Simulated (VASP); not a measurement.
AlN: single point with r2SCAN

Crystal: AlN.

```xyz
4
Lattice="3.1110 0.0000 0.0000 -1.5555 2.6942 0.0000 0.0000 0.0000 4.9780" Properties=species:S:1:pos:R:3 pbc="T T T"
Al    0.0000    1.7061    0.0000
Al    1.5555    0.9881    2.4890
N     0.0000    1.8750    1.9165
N     1.5555    0.8192    4.4055
```

This cell differs from its parent crystal: atoms displaced along a vibrational mode.

| Item | Value |
| --- | --- |
| Program | VASP 6.6.1 |
| Task | single point |
| Functional | r2SCAN |
| Potentials or basis | VASP PAW PBE potentials, release 64 (Al, N) |
| Cutoff | 520 eV |
| k mesh | 12 × 12 × 6 |
| Occupations | gaussian, width 0.05 eV |
| Spin | no spin polarisation |
| Dipole correction | no |
| Further INCAR settings | ALGO = Normal; EDIFF = 1e-06; NBANDS = 16 |

- Pressure: -1.2 GPa
- Largest force: 0.584 eV/Å
- Band gap on the k mesh: 4.74 eV

Forces on the atoms (eV/Å):
```
Al   0.000  0.532  0.242
Al   0.000 -0.532  0.242
N    0.000 -0.278 -0.242
N    0.000  0.278 -0.242
```

Stress tensor (GPa, compression positive):
```
-0.72  0.00  0.00
 0.00 -0.94  0.00
 0.00  0.00 -1.88
```

Levels at points of the mesh, in eV from the valence-band top:
| k point | band 6 | band 7 | band 8 | band 9 | band 10 | band 11 |
| --- | --- | --- | --- | --- | --- | --- |
| (0.00, 0.00, 0.00) | -0.50 | -0.24 | 0.00 | 4.74 | 7.39 | 11.38 |
| (0.50, 0.00, 0.00) | -2.25 | -1.63 | -0.83 | 6.08 | 6.54 | 8.74 |
| (0.00, 0.50, 0.00) | -2.29 | -2.14 | -0.89 | 6.28 | 6.92 | 9.06 |
| (0.00, 0.00, 0.50) | -0.74 | -0.66 | -0.66 | 7.09 | 7.09 | 11.15 |
| (0.50, 0.00, 0.50) | -1.72 | -1.41 | -1.41 | 5.93 | 5.93 | 9.88 |
| (0.00, 0.50, 0.50) | -1.66 | -1.31 | -1.31 | 5.75 | 5.75 | 9.99 |

Wall time 5.7 min on 1 thread of Intel Xeon 8259CL, with other jobs on the host, peak memory 0.23 GiB.

Caveat: the cell differs from its parent crystal (atoms displaced along a vibrational mode); the PAW data sets were made with another functional, which shifts forces and pressure a little. A k mesh can miss the band edges.
